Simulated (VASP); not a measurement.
# FeO (R-3m) in VASP: further runs

Runs on FeO. Level: LDA+U. Tasks: single point.

Everything below comes from runs of VASP 6.6.1. Logs are shortened: lines on timing, memory, paths and dates and some standing lists are left out, and cuts for length are marked.

## (1) The cell of the first run

It takes space group R-3m (No. 166, trigonal). The conventional cell has a = 3.035 Å, b = 3.035 Å, c = 7.547 Å, α = 90.00°, β = 90.00°, γ = 120.00°. Within 2.9 Å of Fe (site symmetry -3m) lie 6 O at 2.16 Å. Within 2.9 Å of O (site symmetry -3m) lie 6 Fe at 2.16 Å.

## (2) Single point, LDA+U, collinear spin, ferromagnetic start

INCAR reads:

```
SYSTEM = FeO
PREC = Accurate
ENCUT = 520
EDIFF = 1E-6
ISMEAR = 0
SIGMA = 0.05
LREAL = .False.
LASPH = .True.
NELM = 150
ALGO = Normal
ISIF = 2
LWAVE = .False.
LCHARG = .False.
ISPIN = 2
MAGMOM = 4 0
LORBIT = 11
LMAXMIX = 4
LDAU = .True.
LDAUTYPE = 2
LDAUL = 2 -1
LDAUU = 8 0
LDAUJ = 0 0
LDAUPRINT = 1
GGA = CA
NBANDS = 18
```

KPOINTS reads:

```
regular mesh
0
Gamma
  8 8 8
  0 0 0
```

POSCAR reads:

```
FeO
1.0
    1.5176821100      0.8762341800      2.5157945800
   -1.5176821100      0.8762341800      2.5157945800
    0.0000000000     -1.7524683500      2.5157945800
Fe O
1 1
Direct
    0.0000000000      0.0000000000      0.0000000000
    0.5000000000      0.5000000000      0.5000000000
```

Potentials or basis: VASP PAW LDA potentials, release 64 (Fe, O).

On the command line:

```bash
$ cat potpaw_LDA.64/Fe/POTCAR potpaw_LDA.64/O/POTCAR > POTCAR
$ mpirun -np 1 vasp_std > vasp.out
```

OUTCAR:

```text
SYSTEM = FeO
   PREC = Accurate
   ENCUT = 520
   EDIFF = 1E-6
   ISMEAR = 0
   LREAL = .False.
   LASPH = .True.
   NELM = 150
   ISIF = 2
   ISPIN = 2
   LORBIT = 11
   GGA = CA

 ion  position               nearest neighbor table
   1  0.000  0.000  0.000-   2 2.16   2 2.16   2 2.16   2 2.16   2 2.16   2 2.16
   2  0.500  0.500  0.500-   1 2.16   1 2.16   1 2.16   1 2.16   1 2.16   1 2.16

  LATTYP: Found a trigonal (rhomboedric) cell.
 ALAT       =     3.0660019070
 COS(alpha) =     0.5099427872

  Lattice vectors:

 A1 = (   1.5176821100,   0.8762341800,   2.5157945800)
 A2 = (  -1.5176821100,   0.8762341800,   2.5157945800)
 A3 = (   0.0000000000,  -1.7524683500,   2.5157945800)

Analysis of symmetry for initial positions (statically):
=====================================================================
 Subroutine PRICEL returns:
 Original cell was already a primitive cell.

 Routine SETGRP: Setting up the symmetry group for a
 trigonal (rhombohedral) supercell.

 Subroutine GETGRP returns: Found 12 space group operations
 (whereof 12 operations were pure point group operations)
 out of a pool of 12 trial point group operations.

The static configuration has the point symmetry D_3d.

Analysis of symmetry for dynamics (positions and initial velocities):
=====================================================================
 Subroutine PRICEL returns:
 Original cell was already a primitive cell.

 Routine SETGRP: Setting up the symmetry group for a
 trigonal (rhombohedral) supercell.

 Subroutine GETGRP returns: Found 12 space group operations
 (whereof 12 operations were pure point group operations)
 out of a pool of 12 trial point group operations.

The dynamic configuration has the point symmetry D_3d.

Analysis of structural, dynamic, and magnetic symmetry:
=====================================================================
 Subroutine PRICEL returns:
 Original cell was already a primitive cell.

 Routine SETGRP: Setting up the symmetry group for a
 trigonal (rhombohedral) supercell.

 Subroutine GETGRP returns: Found 12 space group operations
 (whereof 12 operations were pure point group operations)
 out of a pool of 12 trial point group operations.

The overall configuration has the point symmetry D_3d.

 Subroutine INISYM returns: Found 12 space group operations
 (whereof 12 operations are pure point group operations),
 and found     1 'primitive' translations

----------------------------------------------------------------------------------------

                                     Primitive cell

  volume of cell :      20.0737

  direct lattice vectors                    reciprocal lattice vectors
     1.517682110  0.876234180  2.515794580     0.329449755  0.190207905  0.132496244
    -1.517682110  0.876234180  2.515794580    -0.329449755  0.190207905  0.132496244
     0.000000000 -1.752468350  2.515794580     0.000000000 -0.380415809  0.132496245

  length of vectors
     3.066001907  3.066001907  3.066001906     0.402829298  0.402829298  0.402829297

  position of ions in fractional coordinates (direct lattice)
     0.000000000  0.000000000  0.000000000
     0.500000000  0.500000000  0.500000000

  ion indices of the primitive-cell ions
   primitive index   ion index
                 1           1
                 2           2

----------------------------------------------------------------------------------------

 KPOINTS: regular mesh

Automatic generation of k-mesh.
 Grid dimensions read from file:
 generate k-points for:    8    8    8

 Generating k-lattice:

  Cartesian coordinates                     Fractional coordinates (reciprocal lattice)
     0.041181219  0.023775988  0.016562031     0.125000000  0.000000000 -0.000000000
    -0.041181219  0.023775988  0.016562031     0.000000000  0.125000000 -0.000000000
     0.000000000 -0.047551976  0.016562031     0.000000000  0.000000000  0.125000000

  Length of vectors
     0.050353662  0.050353662  0.050353662

  Shift w.r.t. Gamma in fractional coordinates (k-lattice)
     0.000000000  0.000000000  0.000000000

 Subroutine IBZKPT returns following result:
 ===========================================

 Found     65 irreducible k-points:

 Following reciprocal coordinates:
            Coordinates               Weight
  0.000000  0.000000  0.000000      1.000000
  0.125000  0.000000 -0.000000      6.000000
  0.250000  0.000000 -0.000000      6.000000
  0.375000 -0.000000 -0.000000      6.000000
  0.500000  0.000000 -0.000000      3.000000
  0.125000  0.125000 -0.000000      6.000000
[... 16 lines left out ...]
  0.250000  0.125000  0.125000      6.000000
  0.375000  0.125000  0.125000      6.000000
 [... further k-points ...]
   k-points           NKPTS =     65   k-points in BZ     NKDIM =     65   number of bands    NBANDS=     18
   number of dos      NEDOS =    301   number of ions     NIONS =      2
   total plane-waves  NPLWV =  13824
   dimension x,y,z NGX =    24 NGY =   24 NGZ =   24
   dimension x,y,z NGXF=    48 NGYF=   48 NGZF=   48
   ions per type =               1   1
   NGX,Y,Z   is equivalent  to a cutoff of  13.01, 13.01, 13.01 a.u.
   NGXF,Y,Z  is equivalent  to a cutoff of  26.03, 26.03, 26.03 a.u.
 SYSTEM =  FeO
   PREC   = accura    normal or accurate (medium, high low for compatibility)
   ISTART =      0    job   : 0-new  1-cont  2-samecut
   ICHARG =      2    charge: 1-file 2-atom 10-const
   ISPIN  =      2    spin polarized calculation?
   LNONCOLLINEAR =      F non collinear calculations
   LSORBIT =      F    spin-orbit coupling
   LASPH  =      T    aspherical Exc in radial PAW
   ENCUT  =  520.0 eV  38.22 Ry    6.18 a.u.   5.70  5.70  5.70*2*pi/ulx,y,z
   NELM   =    150;   NELMIN=  2; NELMDL= -5     # of ELM steps
   EDIFF  = 0.1E-05   stopping-criterion for ELM
   LREAL  =      F    real-space projection
   EDIFFG = 0.1E-04   stopping-criterion for IOM
   NSW    =      0    number of steps for IOM
   IBRION =     -1    ionic relax: 0-MD 1-quasi-New 2-CG
   NFREE  =      0    steps in history (QN), initial steepest desc. (CG)
   ISIF   =      2    stress and relaxation
   ISYM   =      2    0-nonsym 1-usesym 2-fastsym
   POTIM  = 0.5000    time-step for ionic-motion
   TEBEG  =    0.0;   TEEND  =   0.0 temperature during run
   PSTRESS=    0.0 pullay stress
   NELECT =      14.0000    total number of electrons
   NUPDOWN=      -1.0000    fix difference up-down
   EMIN   =  10.00;   EMAX   =-10.00  energy-range for DOS
   EFERMI =   0.00;   METHOD = LEGACY
   ISMEAR =     0;   SIGMA  =   0.05  broadening in eV -4-tet -1-fermi 0-gaus
   EFERMI_NEDOS =   21; number of points for ismear=-14 and -15
   IALGO  =     38    algorithm
   IMIX   =      4    mixing-type and parameters
     AMIX     =   0.40;   BMIX     =  1.00
     AMIX_MAG =   1.60;   BMIX_MAG =  1.00
  volume/ion in A,a.u.               =      10.04        67.73
  Fermi-wavevector in a.u.,A,eV,Ry     =   1.451805  2.743514 28.677524  2.107739
  Thomas-Fermi vector in A             =   2.569260
   LORBIT       =     11    0 simple, 1 ext, 2 COOP (PROOUT), +10 PAW based schemes
 LDA+U is selected, type is set to LDAUTYPE =  2
   angular momentum for each species LDAUL =     2   -1
   U (eV)           for each species LDAUU =   8.0  0.0
   J (eV)           for each species LDAUJ =   0.0  0.0
   GGA     = CA    functional components
   LHFCALC =     F    Hartree Fock is set to
   AEXX    =    0.0000 exact exchange contribution
   IVDW    =     0    specifies the selected vdW correction
   LEPSILON=     F    determine dielectric tensor
   LRPA    =     F    only Hartree local field effects (RPA)
 spin polarized calculation
 Gauss-broadening in eV      SIGMA  =   0.05
  energy-cutoff  :      520.00
  volume of cell :       20.07
 maximum number of plane-waves:       552
   NGX = 11   NGY = 11   NGZ = 11

atom =   1  type =  1  l = 2

 onsite density matrix

spin component  1

  1.0083 -0.0000  0.0000 -0.0313  0.0000
 -0.0000  1.0317  0.0000  0.0000 -0.0313
  0.0000  0.0000  0.9870  0.0000  0.0000
 -0.0313  0.0000  0.0000  1.0317 -0.0000
  0.0000 -0.0313  0.0000 -0.0000  1.0083

spin component  2

  0.2758  0.0000  0.0000  0.1907 -0.0000
  0.0000  0.2714  0.0000 -0.0000  0.1907
  0.0000  0.0000  0.0395  0.0000  0.0000
  0.1907 -0.0000  0.0000  0.2714  0.0000
 -0.0000  0.1907  0.0000  0.0000  0.2758

 occupancies and eigenvectors

  o =  0.0395  v =  0.0000  0.0000  0.0000  0.0000  0.0000 -0.0000 -0.0000 -1.0000  0.0000  0.0000      0.0000  0.0000  0.0000  0.0000  0.0000  0.0000  0.0000  0.0000  0.0000  0.0000
  o =  0.0829  v =  0.0000  0.0000  0.0000  0.0000  0.0000 -0.7030  0.0000 -0.0000  0.7112 -0.0000      0.0000  0.0000  0.0000  0.0000  0.0000  0.0000  0.0000  0.0000  0.0000  0.0000
  o =  0.0829  v =  0.0000  0.0000  0.0000  0.0000  0.0000 -0.0000 -0.7112  0.0000  0.0000  0.7030      0.0000  0.0000  0.0000  0.0000  0.0000  0.0000  0.0000  0.0000  0.0000  0.0000
  o =  0.4643  v =  0.0000  0.0000  0.0000  0.0000  0.0000  0.0000  0.7030  0.0000  0.0000  0.7112      0.0000  0.0000  0.0000  0.0000  0.0000  0.0000  0.0000  0.0000  0.0000  0.0000
  o =  0.4643  v =  0.0000  0.0000  0.0000  0.0000  0.0000 -0.7112  0.0000  0.0000 -0.7030  0.0000      0.0000  0.0000  0.0000  0.0000  0.0000  0.0000  0.0000  0.0000  0.0000  0.0000
  o =  0.9866  v =  0.0000  0.5697 -0.0000  0.0000  0.8218  0.0000  0.0000  0.0000  0.0000  0.0000      0.0000  0.0000  0.0000  0.0000  0.0000  0.0000  0.0000  0.0000  0.0000  0.0000
  o =  0.9866  v = -0.8218 -0.0000  0.0000 -0.5697  0.0000  0.0000  0.0000  0.0000  0.0000  0.0000      0.0000  0.0000  0.0000  0.0000  0.0000  0.0000  0.0000  0.0000  0.0000  0.0000
  o =  0.9870  v =  0.0000  0.0000  1.0000  0.0000  0.0000  0.0000  0.0000  0.0000  0.0000  0.0000      0.0000  0.0000  0.0000  0.0000  0.0000  0.0000  0.0000  0.0000  0.0000  0.0000
  o =  1.0534  v =  0.5697 -0.0000  0.0000 -0.8218  0.0000  0.0000  0.0000  0.0000  0.0000  0.0000      0.0000  0.0000  0.0000  0.0000  0.0000  0.0000  0.0000  0.0000  0.0000  0.0000
  o =  1.0534  v =  0.0000  0.8218 -0.0000 -0.0000 -0.5697  0.0000  0.0000  0.0000  0.0000  0.0000      0.0000  0.0000  0.0000  0.0000  0.0000  0.0000  0.0000  0.0000  0.0000  0.0000

 number of electron      13.9999998 magnetization       4.0000200

 Free energy of the ion-electron system (eV)
  ---------------------------------------------------
  ext. energy  EPLUGINS =         0.00000000
  ---------------------------------------------------
  free energy    TOTEN  =       -12.96963271 eV

  energy without entropy =      -12.96809272  energy(sigma->0) =      -12.96886271

 E-fermi :   6.0428     XC(G=0): -12.5814

 val. band max:        6.0298521814   @ k =   0.3750   0.1250   0.1250
 cond. band min:       6.0443069355   @ k =  -0.3750   0.2500   0.1250
 fundamental gap:      0.0144547541
 Fermi energy:         6.0428408382

 spin component 1

 k-point     1 :       0.0000    0.0000    0.0000
  band No.  band energies     occupation
      1     -14.2133      1.00000
      2      -2.2826      1.00000
      3      -2.2826      1.00000
      4      -2.2537      1.00000
      5      -1.6857      1.00000
      6      -1.6857      1.00000
[... 10 lines left out ...]
     17      25.9248      0.00000
     18      26.3803      0.00000
[... 466 lines left out ...]
      2      -3.3186      1.00000
      3      -3.2724      1.00000
      4      -2.6458      1.00000
      5      -1.6427      1.00000
      6      -1.3281      1.00000
[... 10 lines left out ...]
     17      29.5993      0.00000
     18      30.7499      0.00000

 [... further k-points ...]

 spin component 2

 k-point     1 :       0.0000    0.0000    0.0000
  band No.  band energies     occupation
      1     -13.8989      1.00000
      2       2.7064      1.00000
      3       2.7987      1.00000
      4       2.7987      1.00000
      5       5.1029      1.00000
      6       5.1029      1.00000
[... 10 lines left out ...]
     17      27.7401      0.00000
     18      32.9724      0.00000
[... 466 lines left out ...]
      2      -0.5436      1.00000
      3       1.5354      1.00000
      4       1.7815      1.00000
      5       5.7816      1.00000
      6       6.0299      0.64333
[... 10 lines left out ...]
     17      32.8754      0.00000
     18      34.5865      0.00000

 [... further k-points ...]

------------------------ aborting loop because EDIFF is reached ----------------------------------------

  FORCE on cell =-STRESS in cart. coord.  units (eV):
  Direction    XX          YY          ZZ          XY          YZ          ZX
  --------------------------------------------------------------------------------------
  -------------------------------------------------------------------------------------
  Total       -1.9079808     -1.9079808     -2.2814151     -0.0000000     -0.0000000      0.0000000
  in kB     -152.2850100   -152.2850107   -182.0905753     -0.0000000     -0.0000002      0.0000000
  external PRESSURE =    -162.2201987 kB  Pullay stress =       0.0000000 kB

 VOLUME and BASIS-vectors are now :
 -----------------------------------------------------------------------------
  energy-cutoff  :      520.00
  volume of cell :       20.07
      direct lattice vectors                 reciprocal lattice vectors
     1.517682110  0.876234180  2.515794580     0.329449755  0.190207905  0.132496244
    -1.517682110  0.876234180  2.515794580    -0.329449755  0.190207905  0.132496244
     0.000000000 -1.752468350  2.515794580     0.000000000 -0.380415809  0.132496245

 POSITION                                       TOTAL-FORCE (eV/Angst)
 -----------------------------------------------------------------------------------
      0.00000      0.00000      0.00000         0.000000     -0.000000      0.000000
      0.00000      0.00000      3.77369        -0.000000      0.000000     -0.000000
 -----------------------------------------------------------------------------------
    total drift:                               -0.000000      0.000000     -0.000000

  FREE ENERGIE OF THE ION-ELECTRON SYSTEM (eV)
  ---------------------------------------------------
  free  energy   TOTEN  =       -12.9696327077 eV

  energy  without entropy=      -12.9680927199  energy(sigma->0) =      -12.96886271

 total charge

# of ion       s       p       d       tot
------------------------------------------
    1        0.301   0.376   6.172   6.849
    2        1.537   3.447   0.000   4.983
--------------------------------------------------
tot          1.837   3.823   6.172  11.832

 magnetization (x)

# of ion       s       p       d       tot
------------------------------------------
    1        0.022   0.020   3.921   3.962
    2        0.012   0.108   0.000   0.120
--------------------------------------------------
tot          0.034   0.128   3.921   4.082
```

Wall time 2.9 min (1 thread of Intel Xeon 8259CL, shared host); peak memory 0.16 GiB.

Results:

| Quantity | Value |
| --- | --- |
| Free energy | -12.9696 eV |
| Pressure | -16.2 GPa |
| Band gap on the k mesh | zero (filled and empty bands overlap) |
| Net moment | 4.00 μB per cell |
| Site moments | Fe +3.96; O +0.12 μB |
| Valence electrons inside the program's atomic spheres | Fe 6.85; O 4.98 |

Levels at points of the mesh, in eV from the Fermi level:
Spin up:
```
           k point  band 7  band 8  band 9  band 10  band 11  band 12
(0.00, 0.00, 0.00)   -3.63   -3.54   -3.54     0.08    13.06    13.60
(0.50, 0.00, 0.00)   -5.37   -2.15   -2.15     3.89     8.22    11.95
(0.50, 0.50, 0.00)   -6.81   -4.85   -4.74     4.92     7.90     8.70
(0.50, 0.50, 0.50)   -5.74   -2.12   -2.12     3.94     8.03    12.40
```
Spin down:
```csv
k point,band 2,band 3,band 4,band 5,band 6,band 7,band 8,band 9
"(0.00, 0.00, 0.00)",-3.34,-3.24,-3.24,-0.94,-0.94,0.77,2.06,2.68
"(0.50, 0.00, 0.00)",-8.03,-4.70,-4.55,0.31,0.41,3.40,4.43,4.79
"(0.50, 0.50, 0.00)",-6.93,-4.51,-4.41,-1.81,0.44,3.03,3.33,3.58
"(0.50, 0.50, 0.50)",-7.85,-4.45,-4.45,0.09,0.09,3.21,4.51,4.80
```

Eigenvalues of the final occupation matrices:
| site | spin | trace | eigenvalues |
| --- | --- | --- | --- |
| site 1 d | 1 | 5.07 | 0.99 0.99 0.99 1.05 1.05 |
| site 1 d | 2 | 1.13 | 0.04 0.08 0.08 0.46 0.46 |

Caveat: the cell stands under tension; a cell with one magnetic atom can't hold antiferromagnetic order, which such compounds often take. The state reached can hang on the start; a lower one may exist.

(Part 1 of 2 ends here.)
